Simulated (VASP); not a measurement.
# Mo8HS15 (a cell with a defect) in VASP: electric field gradients with r2SCAN

Aim: the electric field gradients of Mo8HS15 (a cell with a defect) with r2SCAN.

Everything below comes from runs of VASP 6.6.1. Logs are shortened: lines on timing, memory, paths and dates and some standing lists are left out, and cuts for length are marked.

### 1 The cell of the first run

The cell holds a defect, 24 atoms: a = 6.338 Å, b = 6.338 Å, c = 12.324 Å, α = 90.00°, β = 90.00°, γ = 120.00°.

### 2 Electric field gradients, r2SCAN

Input file POSCAR:

```
Mo8HS15
1.0
    6.3380000000      0.0000000000      0.0000000000
   -3.1690000000      5.4888690092      0.0000000000
    0.0000000000      0.0000000000     12.3240000000
Mo H S
8 1 15
Direct
    0.1666666667      0.3333333333      0.2493343087
    0.1667339680      0.8333669840      0.2493245544
    0.6666330160      0.3332660320      0.2493245544
    0.6666330160      0.8333669840      0.2493245544
    0.3314717560      0.1685282440      0.7459392084
    0.3314717560      0.6629435119      0.7459392084
    0.8370564881      0.1685282440      0.7459392084
    0.8333333333      0.6666666667      0.7478506218
    0.1666666667      0.3333333333      0.6674567251
    0.1644841360      0.8322420680      0.6203484602
    0.6677579320      0.3355158640      0.6203484602
    0.6677579320      0.8322420680      0.6203484602
    0.3333437318      0.1666562682      0.1228942107
    0.3333437318      0.6666874635      0.1228942107
    0.8333125365      0.1666562682      0.1228942107
    0.8333333333      0.6666666667      0.1228158352
    0.1666666667      0.3333333333      0.8740234617
    0.1734680310      0.8367340155      0.8733113906
    0.6632659845      0.3265319690      0.8733113906
    0.6632659845      0.8367340155      0.8733113906
    0.3332811773      0.1667188227      0.3757954370
    0.3332811773      0.6665623545      0.3757954370
    0.8334376455      0.1667188227      0.3757954370
    0.8333333333      0.6666666667      0.3756792637
```

Input file INCAR.step1:

```
ALGO = Normal
EDIFF = 1E-4
ENCUT = 520
GGA = PE
ISMEAR = -1
LASPH = True
LCHARG = False
LREAL = Auto
LWAVE = True
NBANDS = 120
NELECT = 202.0
NELM = 100
PREC = Accurate
SIGMA = 0.01
```

Input file INCAR.step2:

```
ALGO = Normal
EDIFF = 1E-8
ENCUT = 520
ISIF = 2
ISMEAR = -1
ISTART = 1
LASPH = True
LCHARG = False
LEFG = True
LMIXTAU = True
LREAL = Auto
LWAVE = False
METAGGA = R2SCAN
NBANDS = 120
NELECT = 202.0
NELM = 100
PREC = Accurate
SIGMA = 0.01
```

Input file KPOINTS:

```
k-points
0
Gamma
  4 4 2
```

Potentials or basis: VASP PAW PBE potentials, release 64 (Mo_sv, H, S).

Launch:

```console
cat potpaw_PBE.64/Mo_sv/POTCAR potpaw_PBE.64/H/POTCAR potpaw_PBE.64/S/POTCAR > POTCAR
cp INCAR.step1 INCAR
mpirun -np 1 vasp_std > vasp.out
cp INCAR.step2 INCAR
mpirun -np 1 vasp_std > vasp.out
```

OUTCAR:

```text
EDIFF = 1E-8
   ENCUT = 520
   ISIF = 2
   ISMEAR = -1
   ISTART = 1
   LASPH = True
   LREAL = Auto
   METAGGA = R2SCAN
   NELECT = 202.0
   NELM = 100
   PREC = Accurate

 ion  position               nearest neighbor table
   1  0.167  0.333  0.249-  21 2.40  23 2.40  22 2.40  13 2.40  15 2.40  14 2.40   3 3.17   2 3.17
                             4 3.17   4 3.17   3 3.17   2 3.17
   2  0.167  0.833  0.249-  24 2.40  13 2.40  14 2.40  21 2.40  22 2.40  16 2.40   4 3.17   3 3.17
                             1 3.17   1 3.17   4 3.17   3 3.17
   3  0.667  0.333  0.249-  24 2.40  13 2.40  15 2.40  21 2.40  23 2.40  16 2.40   2 3.17   4 3.17
                             1 3.17   1 3.17   4 3.17   2 3.17
   4  0.667  0.833  0.249-  24 2.40  14 2.40  15 2.40  22 2.40  23 2.40  16 2.40   2 3.17   3 3.17
                             1 3.17   1 3.17   2 3.17   3 3.17
   5  0.331  0.169  0.746-   9 2.05  17 2.40  19 2.40  18 2.40  11 2.41  10 2.41   7 3.13   6 3.13
                             8 3.17   8 3.17   7 3.20   6 3.20
   6  0.331  0.663  0.746-   9 2.05  17 2.40  20 2.40  18 2.40  12 2.41  10 2.41   5 3.13   7 3.13
                             8 3.17   8 3.17   5 3.20   7 3.20
   7  0.837  0.169  0.746-   9 2.05  17 2.40  20 2.40  19 2.40  12 2.41  11 2.41   5 3.13   6 3.13
                             8 3.17   8 3.17   5 3.20   6 3.20
   8  0.833  0.667  0.748-  12 2.40  10 2.40  11 2.40  20 2.42  18 2.42  19 2.42   6 3.17   7 3.17
                             5 3.17   5 3.17   6 3.17   7 3.17
   9  0.167  0.333  0.667-   5 2.05   7 2.05   6 2.05
  10  0.164  0.832  0.620-   8 2.40   5 2.41   6 2.41
  11  0.668  0.336  0.620-   8 2.40   5 2.41   7 2.41
  12  0.668  0.832  0.620-   8 2.40   6 2.41   7 2.41
  13  0.333  0.167  0.123-   3 2.40   2 2.40   1 2.40
  14  0.333  0.667  0.123-   4 2.40   2 2.40   1 2.40
[... 8 lines left out ...]
  23  0.833  0.167  0.376-   1 2.40   4 2.40   3 2.40
  24  0.833  0.667  0.376-   4 2.40   2 2.40   3 2.40

  LATTYP: Found a hexagonal cell.
 ALAT       =     6.3380000000
 C/A-ratio  =     1.9444619754

  Lattice vectors:

 A1 = (   6.3380000000,   0.0000000000,   0.0000000000)
 A2 = (  -3.1690000000,   5.4888690092,   0.0000000000)
 A3 = (   0.0000000000,   0.0000000000,  12.3240000000)

Analysis of symmetry for initial positions (statically):
=====================================================================
 Subroutine PRICEL returns:
 Original cell was already a primitive cell.

 Routine SETGRP: Setting up the symmetry group for a
 hexagonal supercell.

 Subroutine GETGRP returns: Found  6 space group operations
 (whereof  2 operations were pure point group operations)
 out of a pool of 24 trial point group operations.

The static configuration has the point symmetry C_1h.
 The point group associated with its full space group is C_3v.

Analysis of symmetry for dynamics (positions and initial velocities):
=====================================================================
 Subroutine PRICEL returns:
 Original cell was already a primitive cell.

 Routine SETGRP: Setting up the symmetry group for a
 hexagonal supercell.

 Subroutine GETGRP returns: Found  6 space group operations
 (whereof  2 operations were pure point group operations)
 out of a pool of 24 trial point group operations.

The dynamic configuration has the point symmetry C_1h.
 The point group associated with its full space group is C_3v.

 Subroutine INISYM returns: Found  6 space group operations
 (whereof  2 operations are pure point group operations),
 and found     1 'primitive' translations

----------------------------------------------------------------------------------------

                                     Primitive cell

  volume of cell :     428.7329

  direct lattice vectors                    reciprocal lattice vectors
     6.338000000  0.000000000  0.000000000     0.157778479  0.091093447  0.000000000
    -3.169000000  5.488869009  0.000000000     0.000000000  0.182186895  0.000000000
     0.000000000  0.000000000 12.324000000     0.000000000  0.000000000  0.081142486

  length of vectors
     6.338000000  6.338000000 12.324000000     0.182186895  0.182186895  0.081142486

  position of ions in fractional coordinates (direct lattice)
     0.166666667  0.333333333  0.249334309
     0.166733968  0.833366984  0.249324554
     0.666633016  0.333266032  0.249324554
     0.666633016  0.833366984  0.249324554
     0.331471756  0.168528244  0.745939208
     0.331471756  0.662943512  0.745939208
[... 16 lines left out ...]
     0.833437645  0.166718823  0.375795437
     0.833333333  0.666666667  0.375679264

  ion indices of the primitive-cell ions
   primitive index   ion index
                 1           1
                 2           2
                 3           3
[... 75 lines left out ...]
   NELM   =    100;   NELMIN=  2; NELMDL=  0     # of ELM steps
   EDIFF  = 0.1E-07   stopping-criterion for ELM
   LREAL  =      T    real-space projection
   EDIFFG = 0.1E-06   stopping-criterion for IOM
   NSW    =      0    number of steps for IOM
   IBRION =     -1    ionic relax: 0-MD 1-quasi-New 2-CG
   NFREE  =      0    steps in history (QN), initial steepest desc. (CG)
   ISIF   =      2    stress and relaxation
   ISYM   =      2    0-nonsym 1-usesym 2-fastsym
   POTIM  = 0.5000    time-step for ionic-motion
   TEBEG  =    0.0;   TEEND  =   0.0 temperature during run
   PSTRESS=    0.0 pullay stress
   NELECT =     202.0000    total number of electrons
   NUPDOWN=      -1.0000    fix difference up-down
   EMIN   =  10.00;   EMAX   =-10.00  energy-range for DOS
   EFERMI =   0.00;   METHOD = LEGACY
   ISMEAR =    -1;   SIGMA  =   0.01  broadening in eV -4-tet -1-fermi 0-gaus
   EFERMI_NEDOS =   21; number of points for ismear=-14 and -15
   IALGO  =     38    algorithm
   IMIX   =      4    mixing-type and parameters
     AMIX     =   0.40;   BMIX     =  1.00
     AMIX_MAG =   1.60;   BMIX_MAG =  1.00
  volume/ion in A,a.u.               =      17.86       120.55
  Fermi-wavevector in a.u.,A,eV,Ry     =   1.273883  2.407291 22.079249  1.622779
  Thomas-Fermi vector in A             =   2.406682
   LORBIT       =      0    0 simple, 1 ext, 2 COOP (PROOUT), +10 PAW based schemes
   METAGGA = R2SCAN    functional components
   LHFCALC =     F    Hartree Fock is set to
   AEXX    =    0.0000 exact exchange contribution
   IVDW    =     0    specifies the selected vdW correction
   LEPSILON=     F    determine dielectric tensor
   LRPA    =     F    only Hartree local field effects (RPA)
 non-spin polarized calculation
  energy-cutoff  :      520.00
  volume of cell :      428.73
 maximum number of plane-waves:     11595
 NGX is ok and might be reduce to    48
   NGX = 23   NGY = 23   NGZ = 45

 number of electron     201.9999996 magnetization

 Free energy of the ion-electron system (eV)
  ---------------------------------------------------
  ext. energy  EPLUGINS =         0.00000000
  ---------------------------------------------------
  free energy    TOTEN  =      -359.99145789 eV

  energy without entropy =     -359.98760812  energy(sigma->0) =     -359.98953301

 E-fermi :   6.6522     XC(G=0): -11.2589

 val. band max:        6.6499210735   @ k =   0.5000   0.0000   0.5000
 cond. band min:       6.6591864988   @ k =   0.5000   0.0000   0.0000
 fundamental gap:      0.0092654254
 Fermi energy:         6.6521645802

 k-point     1 :       0.0000    0.0000    0.0000
  band No.  band energies     occupation
      1     -57.0274      2.00000
      2     -56.9903      2.00000
      3     -56.9903      2.00000
      4     -56.9436      2.00000
      5     -56.1828      2.00000
      6     -56.1415      2.00000
[... 917 lines left out ...]
    112       8.7762      0.00000
    113       9.0551      0.00000
 [bands above 113 left out]

------------------------ aborting loop because EDIFF is reached ----------------------------------------

  FORCE on cell =-STRESS in cart. coord.  units (eV):
  Direction    XX          YY          ZZ          XY          YZ          ZX
  --------------------------------------------------------------------------------------
  -------------------------------------------------------------------------------------
  Total      -14.2273787    -14.2273787    -12.9821405      0.0000000     -0.0000000      0.0000000
  in kB      -53.1677992    -53.1677992    -48.5143364      0.0000000     -0.0000000      0.0000000
  external PRESSURE =     -51.6166449 kB  Pullay stress =       0.0000000 kB

 VOLUME and BASIS-vectors are now :
 -----------------------------------------------------------------------------
  energy-cutoff  :      520.00
  volume of cell :      428.73
      direct lattice vectors                 reciprocal lattice vectors
     6.338000000  0.000000000  0.000000000     0.157778479  0.091093447  0.000000000
    -3.169000000  5.488869009  0.000000000     0.000000000  0.182186895  0.000000000
     0.000000000  0.000000000 12.324000000     0.000000000  0.000000000  0.081142486

 POSITION                                       TOTAL-FORCE (eV/Angst)
 -----------------------------------------------------------------------------------
      0.00000      1.82962      3.07280         0.000000     -0.000000     -0.006662
     -1.58418      4.57424      3.07268        -0.000369     -0.000213      0.009359
      3.16900      1.82925      3.07268         0.000000      0.000426      0.009359
      1.58418      4.57424      3.07268         0.000369     -0.000213      0.009359
      1.56680      0.92503      9.19295         0.027178     -0.015691      0.095454
      0.00000      3.63881      9.19295        -0.000000      0.031382      0.095454
[... 16 lines left out ...]
      4.75400      0.91510      4.63130         0.004625      0.002670     -0.154317
      3.16900      3.65925      4.62987         0.000000     -0.000000     -0.163149
 -----------------------------------------------------------------------------------
    total drift:                                0.000001     -0.000001     -0.010093

  FREE ENERGIE OF THE ION-ELECTRON SYSTEM (eV)
  ---------------------------------------------------
  free  energy   TOTEN  =      -359.9914578877 eV

  energy  without entropy=     -359.9876081241  energy(sigma->0) =     -359.98953301

 Electric field gradients (V/A^2)
---------------------------------------------------------------------
 ion       V_xx      V_yy      V_zz      V_xy      V_xz      V_yz
---------------------------------------------------------------------
   1      37.587    37.586   -75.173    -0.001     0.000    -0.000
   2      37.623    37.826   -75.449    -0.177     0.369     0.213
   3      37.928    37.520   -75.449    -0.001    -0.000    -0.427
   4      37.623    37.826   -75.449     0.175    -0.369     0.213
   5      25.632    21.616   -47.248    -3.478    64.804   -37.415
   6      19.609    27.640   -47.248    -0.000    -0.000    74.829
[... 16 lines left out ...]
  23      25.081    25.451   -50.533    -0.319    -0.822    -0.475
  24      23.594    23.594   -47.188     0.000    -0.000     0.000
---------------------------------------------------------------------

 Electric field gradients after diagonalization (V/A^2)
 (convention: |V_zz| > |V_xx| > |V_yy|)
----------------------------------------------------------------------
 ion       V_xx      V_yy      V_zz     asymmetry (V_yy - V_xx)/ V_zz
----------------------------------------------------------------------
   1      37.588    37.586   -75.173       0.000
   2      37.928    37.522   -75.450       0.005
   3      37.928    37.522   -75.450       0.005
   4      37.927    37.523   -75.450       0.005
   5      73.870    19.608   -93.479       0.580
   6      73.870    19.609   -93.479       0.580
[... 16 lines left out ...]
  23      25.635    24.909   -50.545       0.014
  24      23.594    23.593   -47.188       0.000
----------------------------------------------------------------------

           NMR quadrupolar parameters

 Cq : quadrupolar parameter    Cq=e*Q*V_zz/h
 eta: asymmetry parameters     (V_yy - V_xx)/ V_zz
 Q  : nuclear electric quadrupole moment in mb (millibarn)
----------------------------------------------------------------------
 ion       Cq(MHz)       eta       Q (mb)
----------------------------------------------------------------------
   1      -0.182       0.000       1.000
   2      -0.182       0.005       1.000
   3      -0.182       0.005       1.000
   4      -0.182       0.005       1.000
   5      -0.226       0.580       1.000
   6      -0.226       0.580       1.000
[... 16 lines left out ...]
  23      -0.122       0.014       1.000
  24      -0.114       0.000       1.000
----------------------------------------------------------------------
```

Wall time 51 min (1 thread of Intel Xeon Platinum 8488C (Sapphire Rapids), shared host); peak memory 0.71 GiB.

What came out:

- Free energy: -359.9915 eV
- Largest force: 0.170 eV/Å

Forces in eV/Å, atoms in the order of the input:
```
Mo   0.000  0.000 -0.007
Mo   0.000  0.000  0.009
Mo   0.000  0.000  0.009
Mo   0.000  0.000  0.009
Mo   0.027 -0.016  0.095
Mo   0.000  0.031  0.095
Mo  -0.027 -0.016  0.095
Mo   0.000  0.000 -0.048
H    0.000  0.000 -0.030
S   -0.011 -0.006  0.149
S    0.000  0.012  0.149
S    0.011 -0.006  0.149
S    0.000  0.000  0.157
S    0.000  0.000  0.157
S    0.000  0.000  0.157
S    0.000  0.000  0.153
S    0.000  0.000 -0.166
S   -0.004 -0.002 -0.170
S    0.000  0.005 -0.170
S    0.004 -0.002 -0.170
S   -0.005  0.003 -0.154
S    0.000 -0.005 -0.154
S    0.005  0.003 -0.154
S    0.000  0.000 -0.163
```

Levels at points of the mesh, in eV from the Fermi level:
```csv
k point,band 98,band 99,band 100,band 101,band 102,band 103,band 104,band 105
"(0.00, 0.00, 0.00)",-0.69,-0.69,-0.69,0.34,0.51,0.51,1.66,1.68
"(0.50, 0.00, 0.00)",-0.78,-0.77,-0.56,-0.56,0.01,0.73,1.46,1.55
"(0.00, 0.00, 0.50)",-0.69,-0.69,-0.31,0.28,0.50,0.50,1.66,1.68
"(0.50, 0.00, 0.50)",-0.76,-0.74,-0.56,-0.56,0.00,0.77,1.50,1.61
```

Electric field gradients, principal values (V/Å²):
```tsv
atom	least	middle	greatest (by size)
1 Mo	37.586	37.588	-75.173
2 Mo	37.522	37.928	-75.450
3 Mo	37.522	37.928	-75.450
4 Mo	37.523	37.927	-75.450
5 Mo	19.608	73.870	-93.479
6 Mo	19.609	73.870	-93.479
7 Mo	19.609	73.870	-93.479
8 Mo	45.479	45.481	-90.961
9 H	1.357	1.358	-2.715
10 S	10.958	29.979	-40.937
11 S	10.958	29.979	-40.937
12 S	10.959	29.978	-40.937
13 S	24.693	25.043	-49.736
14 S	24.692	25.044	-49.736
15 S	24.692	25.044	-49.736
16 S	25.100	25.101	-50.202
17 S	25.226	25.227	-50.454
18 S	23.865	44.876	-68.741
19 S	23.865	44.876	-68.741
20 S	23.865	44.876	-68.741
21 S	24.908	25.636	-50.545
22 S	24.909	25.635	-50.545
23 S	24.909	25.635	-50.545
24 S	23.593	23.594	-47.188
```

Caveat: the cell carries a net charge on a neutralising background, which shifts energy and pressure; the cell is charged against a uniform background, so pressure and absolute levels hang on convention; without QUAD_EFG the Cq values of the log hold for a quadrupole moment of 1 mb, not for the nuclei; the PAW data sets were made with another functional, which shifts forces and pressure a little.
